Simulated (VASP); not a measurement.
Wanted: the native input for a VASP 6.6.1 run.

| Quantity | Value |
| --- | --- |
| Task | single point |
| Functional | PBE |
| Potentials or basis | VASP PAW PBE potentials, release 64 (Zr_sv, O) |
| Cutoff | 600 eV |
| k mesh | 8 × 8 × 8 |
| Occupations | gaussian, width 0.02 eV |
| Spin | no spin polarisation |
| Dipole correction | no |
| Further INCAR settings | ALGO = Normal; EDIFF = 1e-06; NBANDS = 19 |

The structure of ZrO2 lies in POSCAR:

```
ZrO2
1.0
    0.0000000000      2.5652895282      2.5652895282
    2.5652895282      0.0000000000      2.5652895282
    2.5652895282      2.5652895282      0.0000000000
Zr O
1 2
Direct
    0.0000000000      0.0000000000      0.0000000000
    0.2500000000      0.2500000000      0.2500000000
    0.7500000000      0.7500000000      0.7500000000
```

The input as run:

INCAR

```
ALGO = Normal
EDIFF = 1E-6
ENCUT = 600
GGA = PE
GGA_COMPAT = F
ISIF = 2
ISMEAR = 0
LASPH = T
LCHARG = F
LREAL = F
LWAVE = F
NBANDS = 19
NELM = 120
PREC = Accurate
SIGMA = 0.02
```

KPOINTS

```
k-points
0
Gamma
  8 8 8
```

Potentials or basis: VASP PAW PBE potentials, release 64 (Zr_sv, O).

Command:

```console
$ cat potpaw_PBE.64/Zr_sv/POTCAR potpaw_PBE.64/O/POTCAR > POTCAR
$ mpirun -np 1 vasp_std > vasp.out
```

It gave:

```yaml
Pressure: -1.9 GPa
Band_gap_on_the_k_mesh: 3.29 eV (least direct gap 3.71 eV)
```

It took 52 s on 1 thread of Intel Xeon 8259CL (shared host), peak memory 0.18 GiB.
